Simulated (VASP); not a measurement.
# HfTa (Fm-3m) in VASP: notebook

HfTa is run at these levels: PBE; tasks: single point, relaxation of cell and atoms.

Program: VASP 6.6.1. These are calculated values, not measurements. Logs are shortened: lines on timing, memory, paths and dates and some standing lists are left out, and cuts for length are marked.

### 1 The cell of the first run

The structure is cubic, space group Fm-3m (No. 225). Conventional cell: a = 5.217 Å, b = 5.217 Å, c = 5.217 Å, α = 90.00°, β = 90.00°, γ = 90.00°. Within 3.4 Å of Hf (site symmetry m-3m) lie 6 Ta at 2.61 Å. Within 3.4 Å of Ta (site symmetry m-3m) lie 6 Hf at 2.61 Å.

### 2 Single point, PBE

The input, INCAR:

```
PREC = Accurate ; ENCUT = 520
EDIFF = 1E-7 ; ISMEAR = 0
SIGMA = 0.1 ; LREAL = F
LASPH = T ; NELM = 100
ALGO = Normal ; ISIF = 2
LWAVE = F ; LCHARG = F
GGA = PE ; NBANDS = 18
```

The input, KPOINTS:

```
regular mesh
0
Gamma
  6 6 6
```

The input, POSCAR:

```
HfTa
1.0
    0.0000000000      2.6082596200      2.6082596200
    2.6082596200      0.0000000000      2.6082596200
    2.6082596200      2.6082596200      0.0000000000
Hf Ta
1 1
Direct
    0.0000000000      0.0000000000      0.0000000000
    0.5000000000      0.5000000000      0.5000000000
```

Potentials or basis: VASP PAW PBE potentials, release 64 (Hf_pv, Ta_pv).

On the command line:

```
cat potpaw_PBE.64/Hf_pv/POTCAR potpaw_PBE.64/Ta_pv/POTCAR > POTCAR
mpirun -np 1 vasp_std > vasp.out
```

OUTCAR:

```text
PREC = Accurate
   ENCUT = 520
   EDIFF = 1E-7
   ISMEAR = 0
   LREAL = F
   LASPH = T
   NELM = 100
   ISIF = 2
   GGA = PE

 ion  position               nearest neighbor table
   1  0.000  0.000  0.000-   2 2.61   2 2.61   2 2.61   2 2.61   2 2.61   2 2.61
   2  0.500  0.500  0.500-   1 2.61   1 2.61   1 2.61   1 2.61   1 2.61   1 2.61

  LATTYP: Found a face centered cubic cell.
 ALAT       =     5.2165192400

  Lattice vectors:

 A1 = (   0.0000000000,   2.6082596200,   2.6082596200)
 A2 = (   2.6082596200,   0.0000000000,   2.6082596200)
 A3 = (   2.6082596200,   2.6082596200,   0.0000000000)

Analysis of symmetry for initial positions (statically):
=====================================================================
 Subroutine PRICEL returns:
 Original cell was already a primitive cell.

 Routine SETGRP: Setting up the symmetry group for a
 face centered cubic supercell.

 Subroutine GETGRP returns: Found 48 space group operations
[... 9 lines left out ...]

 Routine SETGRP: Setting up the symmetry group for a
 face centered cubic supercell.

 Subroutine GETGRP returns: Found 48 space group operations
[... 11 lines left out ...]
                                     Primitive cell

  volume of cell :      35.4881

  direct lattice vectors                    reciprocal lattice vectors
     0.000000000  2.608259620  2.608259620    -0.191698708  0.191698708  0.191698708
     2.608259620  0.000000000  2.608259620     0.191698708 -0.191698708  0.191698708
     2.608259620  2.608259620  0.000000000     0.191698708  0.191698708 -0.191698708

  length of vectors
     3.688636129  3.688636129  3.688636129     0.332031902  0.332031902  0.332031902

  position of ions in fractional coordinates (direct lattice)
     0.000000000  0.000000000  0.000000000
     0.500000000  0.500000000  0.500000000

  ion indices of the primitive-cell ions
   primitive index   ion index
                 1           1
                 2           2

----------------------------------------------------------------------------------------

 KPOINTS: regular mesh

Automatic generation of k-mesh.
 Grid dimensions read from file:
 generate k-points for:    6    6    6

 Generating k-lattice:

  Cartesian coordinates                     Fractional coordinates (reciprocal lattice)
    -0.031949785  0.031949785  0.031949785     0.166666667  0.000000000  0.000000000
     0.031949785 -0.031949785  0.031949785     0.000000000  0.166666667  0.000000000
[... 43 lines left out ...]
   ISPIN  =      1    spin polarized calculation?
   LNONCOLLINEAR =      F non collinear calculations
   LSORBIT =      F    spin-orbit coupling
   LASPH  =      T    aspherical Exc in radial PAW
   ENCUT  =  520.0 eV  38.22 Ry    6.18 a.u.   6.86  6.86  6.86*2*pi/ulx,y,z
   NELM   =    100;   NELMIN=  2; NELMDL= -5     # of ELM steps
   EDIFF  = 0.1E-06   stopping-criterion for ELM
   LREAL  =      F    real-space projection
   EDIFFG = 0.1E-05   stopping-criterion for IOM
   NSW    =      0    number of steps for IOM
   IBRION =     -1    ionic relax: 0-MD 1-quasi-New 2-CG
   NFREE  =      0    steps in history (QN), initial steepest desc. (CG)
   ISIF   =      2    stress and relaxation
   ISYM   =      2    0-nonsym 1-usesym 2-fastsym
   POTIM  = 0.5000    time-step for ionic-motion
   TEBEG  =    0.0;   TEEND  =   0.0 temperature during run
   PSTRESS=    0.0 pullay stress
   NELECT =      21.0000    total number of electrons
   NUPDOWN=      -1.0000    fix difference up-down
   EMIN   =  10.00;   EMAX   =-10.00  energy-range for DOS
   EFERMI =   0.00;   METHOD = LEGACY
   ISMEAR =     0;   SIGMA  =   0.10  broadening in eV -4-tet -1-fermi 0-gaus
   EFERMI_NEDOS =   21; number of points for ismear=-14 and -15
   IALGO  =     38    algorithm
   IMIX   =      4    mixing-type and parameters
     AMIX     =   0.40;   BMIX     =  1.00
     AMIX_MAG =   1.60;   BMIX_MAG =  1.00
  volume/ion in A,a.u.               =      17.74       119.74
  Fermi-wavevector in a.u.,A,eV,Ry     =   1.374423  2.597283 25.701934  1.889039
  Thomas-Fermi vector in A             =   2.499851
   LORBIT       =      0    0 simple, 1 ext, 2 COOP (PROOUT), +10 PAW based schemes
   GGA     = PE    functional components
   LHFCALC =     F    Hartree Fock is set to
   AEXX    =    0.0000 exact exchange contribution
   IVDW    =     0    specifies the selected vdW correction
   LEPSILON=     F    determine dielectric tensor
   LRPA    =     F    only Hartree local field effects (RPA)
 non-spin polarized calculation
 Gauss-broadening in eV      SIGMA  =   0.10
  energy-cutoff  :      520.00
  volume of cell :       35.49
 maximum number of plane-waves:       982
   NGX = 13   NGY = 13   NGZ = 13

 number of electron      20.9999998 magnetization

 Free energy of the ion-electron system (eV)
  ---------------------------------------------------
  ext. energy  EPLUGINS =         0.00000000
  ---------------------------------------------------
  free energy    TOTEN  =       -18.48717676 eV

  energy without entropy =      -18.47774443  energy(sigma->0) =      -18.48246060

 E-fermi :   5.7553     XC(G=0): -12.4271

 val. band max:        5.7044988674   @ k =   0.5000   0.1667   0.0000
 cond. band min:       5.8874141524   @ k =   0.5000   0.3333   0.1667
 fundamental gap:      0.1829152850
 Fermi energy:         5.7552805409

 k-point     1 :       0.0000    0.0000    0.0000
  band No.  band energies     occupation
      1     -27.9318      2.00000
      2     -27.9318      2.00000
      3     -27.9318      2.00000
      4     -23.4976      2.00000
      5     -23.4976      2.00000
      6     -23.4976      2.00000
[... 313 lines left out ...]
      5     -23.4550      2.00000
      6     -23.4374      2.00000
[... 10 lines left out ...]
     17      11.6338      0.00000
     18      13.3069      0.00000

------------------------ aborting loop because EDIFF is reached ----------------------------------------

  FORCE on cell =-STRESS in cart. coord.  units (eV):
  Direction    XX          YY          ZZ          XY          YZ          ZX
  --------------------------------------------------------------------------------------
  -------------------------------------------------------------------------------------
  Total        7.9673087      7.9673087      7.9673087      0.0000000      0.0000000      0.0000000
  in kB      359.6994517    359.6994517    359.6994517      0.0000000      0.0000000      0.0000000
  external PRESSURE =     359.6994517 kB  Pullay stress =       0.0000000 kB

 VOLUME and BASIS-vectors are now :
 -----------------------------------------------------------------------------
  energy-cutoff  :      520.00
  volume of cell :       35.49
      direct lattice vectors                 reciprocal lattice vectors
     0.000000000  2.608259620  2.608259620    -0.191698708  0.191698708  0.191698708
     2.608259620  0.000000000  2.608259620     0.191698708 -0.191698708  0.191698708
     2.608259620  2.608259620  0.000000000     0.191698708  0.191698708 -0.191698708

 POSITION                                       TOTAL-FORCE (eV/Angst)
 -----------------------------------------------------------------------------------
      0.00000      0.00000      0.00000        -0.000000      0.000000     -0.000000
      2.60826      2.60826      2.60826         0.000000     -0.000000      0.000000
 -----------------------------------------------------------------------------------
    total drift:                                0.000000      0.000000      0.000000

  FREE ENERGIE OF THE ION-ELECTRON SYSTEM (eV)
  ---------------------------------------------------
  free  energy   TOTEN  =       -18.4871767623 eV

  energy  without entropy=      -18.4777444349  energy(sigma->0) =      -18.48246060
```

OSZICAR:

```text
N       E                     dE             d eps       ncg     rms          rms(c)
DAV:   1     0.122360134804E+03    0.12236E+03   -0.11705E+04   576   0.115E+03
DAV:   2    -0.156166698843E+02   -0.13798E+03   -0.13461E+03   728   0.315E+02
DAV:   3    -0.188770433777E+02   -0.32604E+01   -0.32347E+01   660   0.404E+01
DAV:   4    -0.188977784601E+02   -0.20735E-01   -0.20726E-01   658   0.366E+00
DAV:   5    -0.188979488411E+02   -0.17038E-03   -0.17038E-03   652   0.305E-01    0.503E+01
DAV:   6    -0.185809584436E+02    0.31699E+00   -0.39050E-01   626   0.470E+00    0.298E+01
DAV:   7    -0.184926152800E+02    0.88343E-01   -0.33614E-01   644   0.408E+00    0.163E+00
DAV:   8    -0.184879099258E+02    0.47054E-02   -0.12395E-02   660   0.820E-01    0.693E-01
DAV:   9    -0.184871834696E+02    0.72646E-03   -0.38038E-03   642   0.419E-01    0.153E-01
DAV:  10    -0.184871718256E+02    0.11644E-04   -0.80529E-05   634   0.688E-02    0.654E-02
DAV:  11    -0.184871763309E+02   -0.45053E-05   -0.58247E-06   674   0.197E-02    0.150E-02
DAV:  12    -0.184871766797E+02   -0.34879E-06   -0.48917E-07   654   0.501E-03    0.154E-03
DAV:  13    -0.184871767623E+02   -0.82683E-07   -0.28902E-08   302   0.133E-03
   1 F= -.18487177E+02 E0= -.18482461E+02  d E =-.943233E-02
```

Run time: 5.3 s. Hardware: 1 thread of Intel Xeon 6975P-C (Granite Rapids), shared host; peak memory 0.15 GiB.

What came out:

- Free energy: -18.4872 eV
- Pressure: 36.0 GPa

Levels at points of the mesh, in eV from the Fermi level:
```tsv
k point	band 8	band 9	band 10	band 11	band 12	band 13
(0.00, 0.00, 0.00)	-2.67	-2.67	-2.62	-2.62	-2.62	7.32
(0.50, 0.00, 0.00)	-2.76	0.50	0.50	1.29	1.29	2.59
(0.50, 0.50, 0.00)	-3.47	-1.43	-0.84	0.63	2.94	2.94
```

Caveat: spin-orbit coupling is left out, which moves the levels of the heavy elements.

### 3 Single point, PBE

This run uses another cell than the first one, of 22.46 Å³/atom, 1.266 times its volume.

The input, INCAR:

```
SYSTEM = HfTa
ALGO = Normal
EDIFF = 1E-6
ENCUT = 520
GGA = PE
ISIF = 2
ISMEAR = 0
LASPH = .TRUE.
LCHARG = .FALSE.
LREAL = .FALSE.
LWAVE = .FALSE.
NBANDS = 18
NELM = 100
PREC = Accurate
SIGMA = 0.1
```

The input, KPOINTS:

```
k-points
0
G
  6 6 6
  0 0 0
```

The input, POSCAR:

```
HfTa
1.0
    0.0000000000      2.8215453996      2.8215453996
    2.8215453996      0.0000000000      2.8215453996
    2.8215453996      2.8215453996      0.0000000000
Hf Ta
1 1
Direct
    0.0000000000      0.0000000000      0.0000000000
    0.5000000000      0.5000000000      0.5000000000
```

Potentials or basis: VASP PAW PBE potentials, release 64 (Hf_pv, Ta_pv).

On the command line:

```
cat potpaw_PBE.64/Hf_pv/POTCAR potpaw_PBE.64/Ta_pv/POTCAR > POTCAR
mpirun -np 1 vasp_std > vasp.out
```

OUTCAR:

```text
SYSTEM = HfTa
   EDIFF = 1E-6
   ENCUT = 520
   GGA = PE
   ISIF = 2
   ISMEAR = 0
   LASPH = .TRUE.
   LREAL = .FALSE.
   NELM = 100
   PREC = Accurate

 ion  position               nearest neighbor table
   1  0.000  0.000  0.000-   2 2.82   2 2.82   2 2.82   2 2.82   2 2.82   2 2.82
   2  0.500  0.500  0.500-   1 2.82   1 2.82   1 2.82   1 2.82   1 2.82   1 2.82

  LATTYP: Found a face centered cubic cell.
 ALAT       =     5.6430907992

  Lattice vectors:

 A1 = (   0.0000000000,   2.8215453996,   2.8215453996)
 A2 = (   2.8215453996,   0.0000000000,   2.8215453996)
 A3 = (   2.8215453996,   2.8215453996,   0.0000000000)

Analysis of symmetry for initial positions (statically):
=====================================================================
 Subroutine PRICEL returns:
 Original cell was already a primitive cell.

 Routine SETGRP: Setting up the symmetry group for a
 face centered cubic supercell.

 Subroutine GETGRP returns: Found 48 space group operations
[... 9 lines left out ...]

 Routine SETGRP: Setting up the symmetry group for a
 face centered cubic supercell.

[... 140 lines left out ...]
  free energy    TOTEN  =       -19.36373678 eV

  energy without entropy =      -19.34635875  energy(sigma->0) =      -19.35504777

 E-fermi :   4.1077     XC(G=0): -11.2783

 val. band max:        4.0715556217   @ k =   0.3333   0.3333   0.0000
 cond. band min:       4.1208046716   @ k =   0.5000   0.5000   0.0000
 fundamental gap:      0.0492490500
 Fermi energy:         4.1077054558

 k-point     1 :       0.0000    0.0000    0.0000
  band No.  band energies     occupation
      1     -29.9018      2.00000
      2     -29.9018      2.00000
      3     -29.9018      2.00000
      4     -25.7937      2.00000
      5     -25.7937      2.00000
      6     -25.7937      2.00000
[... 313 lines left out ...]
      5     -25.7976      2.00000
      6     -25.7955      2.00000
[... 10 lines left out ...]
     17       8.6604      0.00000
     18       9.9658      0.00000

------------------------ aborting loop because EDIFF is reached ----------------------------------------

  FORCE on cell =-STRESS in cart. coord.  units (eV):
  Direction    XX          YY          ZZ          XY          YZ          ZX
  --------------------------------------------------------------------------------------
  -------------------------------------------------------------------------------------
  Total        0.0364648      0.0364648      0.0364648      0.0000000      0.0000000     -0.0000000
  in kB        1.3004478      1.3004478      1.3004478      0.0000000      0.0000000     -0.0000000
  external PRESSURE =       1.3004478 kB  Pullay stress =       0.0000000 kB

 VOLUME and BASIS-vectors are now :
 -----------------------------------------------------------------------------
  energy-cutoff  :      520.00
  volume of cell :       44.93
      direct lattice vectors                 reciprocal lattice vectors
     0.000000000  2.821545400  2.821545400    -0.177207852  0.177207852  0.177207852
     2.821545400  0.000000000  2.821545400     0.177207852 -0.177207852  0.177207852
     2.821545400  2.821545400  0.000000000     0.177207852  0.177207852 -0.177207852

 POSITION                                       TOTAL-FORCE (eV/Angst)
 -----------------------------------------------------------------------------------
      0.00000      0.00000      0.00000        -0.000000     -0.000000     -0.000000
      2.82155      2.82155      2.82155         0.000000      0.000000      0.000000
 -----------------------------------------------------------------------------------
    total drift:                               -0.000000      0.000000      0.000000

  FREE ENERGIE OF THE ION-ELECTRON SYSTEM (eV)
  ---------------------------------------------------
  free  energy   TOTEN  =       -19.3637367821 eV

  energy  without entropy=      -19.3463587519  energy(sigma->0) =      -19.35504777
```

stdout:

```text
POSCAR found type information on POSCAR HfTa
 POSCAR found :  2 types and       2 ions
 scaLAPACK will be used
 LDA part: xc-table for (Slater+PW92), standard interpolation
 POSCAR, INCAR and KPOINTS ok, starting setup
 FFT: planning ... GRIDC
 FFT: planning ... GRID_SOFT
 FFT: planning ... GRID
 WAVECAR not read
 entering main loop
```

Run time: 6 s. Hardware: 1 thread of Intel Xeon 6975P-C (Granite Rapids), shared host; peak memory 0.17 GiB.

What came out:

| Quantity | Value |
| --- | --- |
| Free energy | -19.3637 eV |
| Pressure | 0.1 GPa |

Caveat: spin-orbit coupling is left out, which moves the levels of the heavy elements.

(Part 1 of 2 ends here.)
